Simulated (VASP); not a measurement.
# SnO2 (P4_2/mnm) in VASP: a series of runs

Runs on SnO2. Level: r2SCAN. Tasks: single point, relaxation of shape and atoms at fixed volume.

Program: VASP 6.6.1. These are calculated values, not measurements. Logs are shortened: lines on timing, memory, paths and dates and some standing lists are left out, and cuts for length are marked.

## Step 1: The cell of the first run

It takes space group P4_2/mnm (No. 136, tetragonal). Conventional cell: a = 4.878 Å, b = 4.878 Å, c = 3.230 Å, α = 90.00°, β = 90.00°, γ = 90.00°. Sn (site symmetry mmm) has 6 O at 2.09 to 2.12 Å within 2.8 Å. O (site symmetry m2m) has 3 Sn at 2.09 to 2.12 Å and 1 O at 2.66 Å within 2.8 Å.

## Step 2: Single point, r2SCAN (12.81 Å³/atom)

POSCAR

```
SnO2
1.0
    4.8782073267      0.0000000000      0.0000000000
    0.0000000000      4.8782073267      0.0000000000
    0.0000000000      0.0000000000      3.2303468176
Sn O
2 4
Direct
    0.0000000000      0.0000000000      0.0000000000
    0.5000000000      0.5000000000      0.5000000000
    0.3074012396      0.3074012396      0.0000000000
    0.1925987604      0.8074012396      0.5000000000
    0.6925987604      0.6925987604      0.0000000000
    0.8074012396      0.1925987604      0.5000000000
```

INCAR.step1

```
SYSTEM = SnO2
PREC     = Accurate       ! precision mode
ENCUT    = 520            ! plane-wave cutoff, eV
ISMEAR   = 0              ! smearing method
SIGMA    = 0.02           ! smearing width, eV
LREAL    = .FALSE.        ! projectors in reciprocal space
LASPH    = .TRUE.         ! aspherical terms in the spheres
NELM     = 60             ! most SCF steps
NBANDS   = 35             ! bands
GGA      = PE             ! functional
ALGO     = Normal         ! electronic algorithm
EDIFF    = 1E-4           ! SCF threshold, eV
LWAVE    = .TRUE.         ! write WAVECAR
LCHARG   = .FALSE.        ! write CHGCAR
```

INCAR.step2

```
SYSTEM = SnO2
PREC     = Accurate       ! precision mode
ENCUT    = 520            ! plane-wave cutoff, eV
EDIFF    = 1E-7           ! SCF threshold, eV
ISMEAR   = 0              ! smearing method
SIGMA    = 0.02           ! smearing width, eV
LREAL    = .FALSE.        ! projectors in reciprocal space
LASPH    = .TRUE.         ! aspherical terms in the spheres
NELM     = 60             ! most SCF steps
ALGO     = Normal         ! electronic algorithm
ISIF     = 2              ! what is computed and relaxed
LWAVE    = .FALSE.        ! write WAVECAR
LCHARG   = .FALSE.        ! write CHGCAR
METAGGA  = R2SCAN         ! meta-GGA
LMIXTAU  = .TRUE.       
NBANDS   = 35             ! bands
ISTART   = 1
```

KPOINTS

```
regular mesh
0
G
  6 6 8
  0 0 0
```

Potentials or basis: VASP PAW PBE potentials, release 64 (Sn_d, O).

On the command line:

```bash
$ cat potpaw_PBE.64/Sn_d/POTCAR potpaw_PBE.64/O/POTCAR > POTCAR
$ cp INCAR.step1 INCAR
$ mpirun -np 1 vasp_std > vasp.out
$ cp INCAR.step2 INCAR
$ mpirun -np 1 vasp_std > vasp.out
```

OUTCAR:

```text
SYSTEM = SnO2
   PREC = Accurate
   ENCUT = 520
   EDIFF = 1E-7
   ISMEAR = 0
   LREAL = .FALSE.
   LASPH = .TRUE.
   NELM = 60
   ISIF = 2
   METAGGA = R2SCAN
   ISTART = 1

 ion  position               nearest neighbor table
   1  0.000  0.000  0.000-   4 2.09   6 2.09   4 2.09   6 2.09   5 2.12   3 2.12
   2  0.500  0.500  0.500-   3 2.09   5 2.09   3 2.09   5 2.09   4 2.12   6 2.12
   3  0.307  0.307  0.000-   2 2.09   2 2.09   1 2.12
   4  0.193  0.807  0.500-   1 2.09   1 2.09   2 2.12
   5  0.693  0.693  0.000-   2 2.09   2 2.09   1 2.12
   6  0.807  0.193  0.500-   1 2.09   1 2.09   2 2.12

  LATTYP: Found a simple tetragonal cell.
 ALAT       =     4.8782073267
 C/A-ratio  =     0.6621995748

  Lattice vectors:

 A1 = (   4.8782073267,   0.0000000000,   0.0000000000)
 A2 = (   0.0000000000,   4.8782073267,   0.0000000000)
 A3 = (   0.0000000000,   0.0000000000,   3.2303468176)

Analysis of symmetry for initial positions (statically):
=====================================================================
 Subroutine PRICEL returns:
 Original cell was already a primitive cell.

 Routine SETGRP: Setting up the symmetry group for a
 simple tetragonal supercell.

 Subroutine GETGRP returns: Found 16 space group operations
 (whereof  8 operations were pure point group operations)
 out of a pool of 16 trial point group operations.

The static configuration has the point symmetry D_2h.
 The point group associated with its full space group is D_4h.

Analysis of symmetry for dynamics (positions and initial velocities):
=====================================================================
 Subroutine PRICEL returns:
 Original cell was already a primitive cell.

 Routine SETGRP: Setting up the symmetry group for a
 simple tetragonal supercell.

 Subroutine GETGRP returns: Found 16 space group operations
 (whereof  8 operations were pure point group operations)
 out of a pool of 16 trial point group operations.

The dynamic configuration has the point symmetry D_2h.
 The point group associated with its full space group is D_4h.

 Subroutine INISYM returns: Found 16 space group operations
 (whereof  8 operations are pure point group operations),
 and found     1 'primitive' translations

----------------------------------------------------------------------------------------

                                     Primitive cell

  volume of cell :      76.8723

  direct lattice vectors                    reciprocal lattice vectors
     4.878207327  0.000000000  0.000000000     0.204993337  0.000000000  0.000000000
     0.000000000  4.878207327  0.000000000     0.000000000  0.204993337  0.000000000
     0.000000000  0.000000000  3.230346818     0.000000000  0.000000000  0.309564284

  length of vectors
     4.878207327  4.878207327  3.230346818     0.204993337  0.204993337  0.309564284

  position of ions in fractional coordinates (direct lattice)
     0.000000000  0.000000000  0.000000000
     0.500000000  0.500000000  0.500000000
     0.307401240  0.307401240  0.000000000
     0.192598760  0.807401240  0.500000000
     0.692598760  0.692598760  0.000000000
     0.807401240  0.192598760  0.500000000

  ion indices of the primitive-cell ions
   primitive index   ion index
                 1           1
                 2           2
                 3           3
                 4           4
                 5           5
                 6           6

----------------------------------------------------------------------------------------

 KPOINTS: regular mesh

Automatic generation of k-mesh.
 Grid dimensions read from file:
 generate k-points for:    6    6    8

 Generating k-lattice:

  Cartesian coordinates                     Fractional coordinates (reciprocal lattice)
     0.034165556  0.000000000  0.000000000     0.166666667  0.000000000  0.000000000
     0.000000000  0.034165556  0.000000000     0.000000000  0.166666667  0.000000000
     0.000000000  0.000000000  0.038695536     0.000000000  0.000000000  0.125000000

  Length of vectors
     0.034165556  0.034165556  0.038695536

  Shift w.r.t. Gamma in fractional coordinates (k-lattice)
     0.000000000  0.000000000  0.000000000

 Subroutine IBZKPT returns following result:
 ===========================================

 Found     50 irreducible k-points:

 Following reciprocal coordinates:
            Coordinates               Weight
  0.000000  0.000000  0.000000      1.000000
  0.166667  0.000000  0.000000      4.000000
  0.333333  0.000000  0.000000      4.000000
  0.500000  0.000000  0.000000      2.000000
  0.166667  0.166667  0.000000      4.000000
  0.333333  0.166667  0.000000      8.000000
[... 16 lines left out ...]
  0.333333  0.000000  0.250000      8.000000
  0.500000  0.000000  0.250000      4.000000
 [... further k-points ...]
   k-points           NKPTS =     50   k-points in BZ     NKDIM =     50   number of bands    NBANDS=     35
   number of dos      NEDOS =    301   number of ions     NIONS =      6
   total plane-waves  NPLWV =  31104
   dimension x,y,z NGX =    36 NGY =   36 NGZ =   24
   dimension x,y,z NGXF=    72 NGYF=   72 NGZF=   48
   ions per type =               2   4
   NGX,Y,Z   is equivalent  to a cutoff of  12.27, 12.27, 12.35 a.u.
   NGXF,Y,Z  is equivalent  to a cutoff of  24.54, 24.54, 24.70 a.u.
 SYSTEM =  SnO2
   PREC   = accura    normal or accurate (medium, high low for compatibility)
   ISTART =      1    job   : 0-new  1-cont  2-samecut
   ICHARG =      0    charge: 1-file 2-atom 10-const
   ISPIN  =      1    spin polarized calculation?
   LNONCOLLINEAR =      F non collinear calculations
   LSORBIT =      F    spin-orbit coupling
   LASPH  =      T    aspherical Exc in radial PAW
   ENCUT  =  520.0 eV  38.22 Ry    6.18 a.u.   9.07  9.07  6.01*2*pi/ulx,y,z
   NELM   =     60;   NELMIN=  2; NELMDL=  0     # of ELM steps
   EDIFF  = 0.1E-06   stopping-criterion for ELM
   LREAL  =      F    real-space projection
   EDIFFG = 0.1E-05   stopping-criterion for IOM
   NSW    =      0    number of steps for IOM
   IBRION =     -1    ionic relax: 0-MD 1-quasi-New 2-CG
   NFREE  =      0    steps in history (QN), initial steepest desc. (CG)
   ISIF   =      2    stress and relaxation
   ISYM   =      2    0-nonsym 1-usesym 2-fastsym
   POTIM  = 0.5000    time-step for ionic-motion
   TEBEG  =    0.0;   TEEND  =   0.0 temperature during run
   PSTRESS=    0.0 pullay stress
   NELECT =      52.0000    total number of electrons
   NUPDOWN=      -1.0000    fix difference up-down
   EMIN   =  10.00;   EMAX   =-10.00  energy-range for DOS
   EFERMI =   0.00;   METHOD = LEGACY
   ISMEAR =     0;   SIGMA  =   0.02  broadening in eV -4-tet -1-fermi 0-gaus
   EFERMI_NEDOS =   21; number of points for ismear=-14 and -15
   IALGO  =     38    algorithm
   IMIX   =      4    mixing-type and parameters
     AMIX     =   0.40;   BMIX     =  1.00
     AMIX_MAG =   1.60;   BMIX_MAG =  1.00
  volume/ion in A,a.u.               =      12.81        86.46
  Fermi-wavevector in a.u.,A,eV,Ry     =   1.437097  2.715719 28.099399  2.065248
  Thomas-Fermi vector in A             =   2.556212
   LORBIT       =      0    0 simple, 1 ext, 2 COOP (PROOUT), +10 PAW based schemes
   METAGGA = R2SCAN    functional components
   LHFCALC =     F    Hartree Fock is set to
   AEXX    =    0.0000 exact exchange contribution
   IVDW    =     0    specifies the selected vdW correction
   LEPSILON=     F    determine dielectric tensor
   LRPA    =     F    only Hartree local field effects (RPA)
 non-spin polarized calculation
 Gauss-broadening in eV      SIGMA  =   0.02
  energy-cutoff  :      520.00
  volume of cell :       76.87
 maximum number of plane-waves:      2100
   NGX = 19   NGY = 19   NGZ = 13

 number of electron      51.9999988 magnetization

 Free energy of the ion-electron system (eV)
  ---------------------------------------------------
  ext. energy  EPLUGINS =         0.00000000
  ---------------------------------------------------
  free energy    TOTEN  =       -84.51383120 eV

  energy without entropy =      -84.51383120  energy(sigma->0) =      -84.51383120

 E-fermi :   4.9816     XC(G=0): -11.6310

 val. band max:        4.8882018166   @ k =   0.0000   0.0000   0.0000
 cond. band min:       6.0945048952   @ k =   0.0000   0.0000   0.0000
 fundamental gap:      1.2063030786
 Fermi energy:         4.9816149996

 k-point     1 :       0.0000    0.0000    0.0000
  band No.  band energies     occupation
      1     -16.7602      2.00000
      2     -16.0264      2.00000
      3     -15.7755      2.00000
      4     -15.7755      2.00000
      5     -15.7566      2.00000
      6     -15.6789      2.00000
[... 27 lines left out ...]
     34      17.0980      0.00000
     35      17.8027      0.00000

 k-point     2 :       0.1667    0.0000    0.0000
  band No.  band energies     occupation
      1     -16.7204      2.00000
      2     -16.0771      2.00000
      3     -15.7744      2.00000
      4     -15.7743      2.00000
      5     -15.7566      2.00000
      6     -15.7076      2.00000
[... 27 lines left out ...]
     34      17.1603      0.00000
     35      17.7816      0.00000

 k-point     3 :       0.3333    0.0000    0.0000
  band No.  band energies     occupation
      1     -16.6053      2.00000
      2     -16.2304      2.00000
      3     -15.7721      2.00000
      4     -15.7720      2.00000
      5     -15.7564      2.00000
      6     -15.7423      2.00000
[... 27 lines left out ...]
     34      17.4589      0.00000
     35      17.7722      0.00000

 k-point     4 :       0.5000    0.0000    0.0000
  band No.  band energies     occupation
      1     -16.4298      2.00000
      2     -16.4298      2.00000
      3     -15.7709      2.00000
      4     -15.7709      2.00000
      5     -15.7542      2.00000
      6     -15.7542      2.00000
[... 27 lines left out ...]
     34      17.7174      0.00000
     35      17.9641      0.00000

 k-point     5 :       0.1667    0.1667    0.0000
  band No.  band energies     occupation
      1     -16.6892      2.00000
      2     -16.1313      2.00000
      3     -15.7759      2.00000
      4     -15.7719      2.00000
      5     -15.7566      2.00000
      6     -15.7217      2.00000
[... 638 lines left out ...]
 k-point    22 :       0.1667    0.0000    0.2500
  band No.  band energies     occupation
      1     -16.5074      2.00000
      2     -16.2816      2.00000
      3     -16.1849      2.00000
      4     -15.8159      2.00000
      5     -15.6725      2.00000
      6     -15.6698      2.00000
[... 27 lines left out ...]
     34      17.3060      0.00000
     35      17.7215      0.00000

 k-point    23 :       0.3333    0.0000    0.2500
  band No.  band energies     occupation
      1     -16.5009      2.00000
      2     -16.3786      2.00000
      3     -16.0783      2.00000
      4     -15.8564      2.00000
      5     -15.6676      2.00000
      6     -15.6650      2.00000
[... 27 lines left out ...]
     34      17.5592      0.00000
     35      17.7899      0.00000

 k-point    24 :       0.5000    0.0000    0.2500
  band No.  band energies     occupation
      1     -16.4587      2.00000
      2     -16.4587      2.00000
      3     -15.9549      2.00000
      4     -15.9549      2.00000
      5     -15.6649      2.00000
      6     -15.6649      2.00000
[... 27 lines left out ...]
     34      17.7303      0.00000
     35      17.8730      0.00000

 [... further k-points ...]

------------------------ aborting loop because EDIFF is reached ----------------------------------------

  FORCE on cell =-STRESS in cart. coord.  units (eV):
  Direction    XX          YY          ZZ          XY          YZ          ZX
  --------------------------------------------------------------------------------------
  -------------------------------------------------------------------------------------
  Total       -4.5191472     -4.5191472     -4.2370304      0.0000000      0.0000000      0.0000000
  in kB      -94.1883974    -94.1883974    -88.3084996      0.0000000      0.0000000      0.0000000
  external PRESSURE =     -92.2284315 kB  Pullay stress =       0.0000000 kB

 VOLUME and BASIS-vectors are now :
 -----------------------------------------------------------------------------
  energy-cutoff  :      520.00
  volume of cell :       76.87
      direct lattice vectors                 reciprocal lattice vectors
     4.878207327  0.000000000  0.000000000     0.204993337  0.000000000  0.000000000
     0.000000000  4.878207327  0.000000000     0.000000000  0.204993337  0.000000000
     0.000000000  0.000000000  3.230346818     0.000000000  0.000000000  0.309564284

 POSITION                                       TOTAL-FORCE (eV/Angst)
 -----------------------------------------------------------------------------------
      0.00000      0.00000      0.00000         0.000000      0.000000      0.000000
      2.43910      2.43910      1.61517         0.000000      0.000000      0.000000
      1.49957      1.49957      0.00000        -0.025825     -0.025825     -0.000000
      0.93954      3.93867      1.61517         0.025825     -0.025825     -0.000000
      3.37864      3.37864      0.00000         0.025825      0.025825      0.000000
      3.93867      0.93954      1.61517        -0.025825      0.025825      0.000000
 -----------------------------------------------------------------------------------
    total drift:                                0.000000      0.000000      0.000000

  FREE ENERGIE OF THE ION-ELECTRON SYSTEM (eV)
  ---------------------------------------------------
  free  energy   TOTEN  =       -84.5138311973 eV

  energy  without entropy=      -84.5138311973  energy(sigma->0) =      -84.51383120
```

Run time: 2.9 min. Hardware: 1 thread of Intel Xeon 6975P-C (Granite Rapids), shared host; peak memory 0.24 GiB.

Results:

```
Free energy            : -84.5138 eV
Pressure               : -9.2 GPa
Largest force          : 0.037 eV/Å
Band gap on the k mesh : 1.21 eV
```

Forces on the atoms (eV/Å):
```
Sn   0.000  0.000  0.000
Sn   0.000  0.000  0.000
O   -0.026 -0.026  0.000
O    0.026 -0.026  0.000
O    0.026  0.026  0.000
O   -0.026  0.026  0.000
```

Caveat: the cell stands under tension; the PAW data sets were made with another functional, which shifts forces and pressure a little; spin-orbit coupling is left out, which moves the levels of the heavy elements.

## Step 3: Relaxation of shape and atoms at fixed volume, r2SCAN (12.45 Å³/atom)

This run uses another cell than the first one, of 12.45 Å³/atom.

POSCAR

```
SnO2
1.0
    4.8070737530      0.0000000000      0.0000000000
    0.0000000000      4.8070737530      0.0000000000
    0.0000000000      0.0000000000      3.2325068141
Sn O
2 4
Direct
    0.0000000000      0.0000000000      0.0000000000
    0.5000000000      0.5000000000      0.5000000000
    0.3059109374      0.3059109374      0.0000000000
    0.1940890626      0.8059109374      0.5000000000
    0.6940890626      0.6940890626      0.0000000000
    0.8059109374      0.1940890626      0.5000000000
```

INCAR.step1

```
PREC = Accurate
ENCUT = 600
ISMEAR = 0
SIGMA = 0.02
LREAL = F
LASPH = T
NELM = 80
GGA = PE
ALGO = Normal
EDIFF = 1E-4
LWAVE = T
LCHARG = F
```

INCAR.step2

```
PREC = Accurate
ENCUT = 600
EDIFF = 1E-7
ISMEAR = 0
SIGMA = 0.02
LREAL = F
LASPH = T
NELM = 80
ALGO = Normal
ISIF = 4
LWAVE = F
LCHARG = F
METAGGA = R2SCAN
LMIXTAU = T
IBRION = 2
NSW = 50
EDIFFG = -0.01
ISTART = 1
```

KPOINTS

```
regular mesh
0
Gamma
  6 6 8
```

Potentials or basis: VASP PAW PBE potentials, release 64 (Sn_d, O).

On the command line:

```bash
$ cat potpaw_PBE.64/Sn_d/POTCAR potpaw_PBE.64/O/POTCAR > POTCAR
$ cp INCAR.step1 INCAR
$ mpirun -np 1 vasp_std > vasp.out
$ cp INCAR.step2 INCAR
$ mpirun -np 1 vasp_std > vasp.out
```

Run time: 22 min. Hardware: 1 thread of Oxide Virtual Turin-like, shared host; peak memory 0.26 GiB.

The run converged. Its results:

```
Free energy                  : -84.6216 eV
Energy gained by relaxing    : 0.2 meV/atom
Ionic steps                  : 3
Pressure after relaxing      : -4.9 GPa
Largest force after relaxing : 0.010 eV/Å
Band gap on the k mesh       : 1.47 eV
```

Forces in eV/Å, atoms in the order of the input:
```
Sn   0.000  0.000  0.000
Sn   0.000  0.000  0.000
O   -0.007 -0.007  0.000
O    0.007 -0.007  0.000
O    0.007  0.007  0.000
O   -0.007  0.007  0.000
```

Stress tensor (GPa, compression positive):
```
-4.87  0.00  0.00
 0.00 -4.87  0.00
 0.00  0.00 -4.97
```

The path:
| step | energy change (eV) | largest force (eV/Å) | pressure (GPa) | volume (Å³) |
| --- | --- | --- | --- | --- |
| 1 | 0.0000 | 0.0752 | -5.18 | 74.70 |
| 2 | -0.0013 | 0.0105 | -4.91 | 74.70 |
| 3 | -0.0013 | 0.0099 | -4.91 | 74.70 |

Final structure:
```
Sn O
1.0
     4.81406    0.00000    0.00000
     0.00000    4.81406    0.00000
     0.00000    0.00000    3.22313
Sn O
2 4
Direct
  0.00000 0.00000 0.00000
  0.50000 0.50000 0.50000
  0.30644 0.30644 0.00000
  0.19356 0.80644 0.50000
  0.69356 0.69356 0.00000
  0.80644 0.19356 0.50000
```

Levels at points of the mesh, in eV from the valence-band top:
```tsv
k point	band 22	band 23	band 24	band 25	band 26	band 27	band 28	band 29	band 30	band 31
(0.00, 0.00, 0.00)	-1.22	-1.22	-0.75	-0.75	0.00	1.47	6.55	6.91	6.91	10.96
(0.50, 0.00, 0.00)	-1.92	-1.17	-1.17	-0.61	-0.61	4.68	4.68	7.65	7.65	11.51
(0.50, 0.50, 0.00)	-1.88	-1.29	-1.29	-0.90	-0.90	5.11	5.11	8.00	8.00	11.58
(0.00, 0.00, 0.50)	-2.55	-1.59	-1.59	-1.23	-1.23	6.52	6.52	10.30	10.30	11.36
(0.50, 0.00, 0.50)	-1.68	-1.06	-1.06	-0.72	-0.72	6.78	6.78	8.57	8.57	11.68
(0.50, 0.50, 0.50)	-2.39	-0.94	-0.94	-0.82	-0.82	5.23	5.23	9.47	9.47	11.66
```

Caveat: the PAW data sets were made with another functional, which shifts forces and pressure a little; spin-orbit coupling is left out, which moves the levels of the heavy elements.
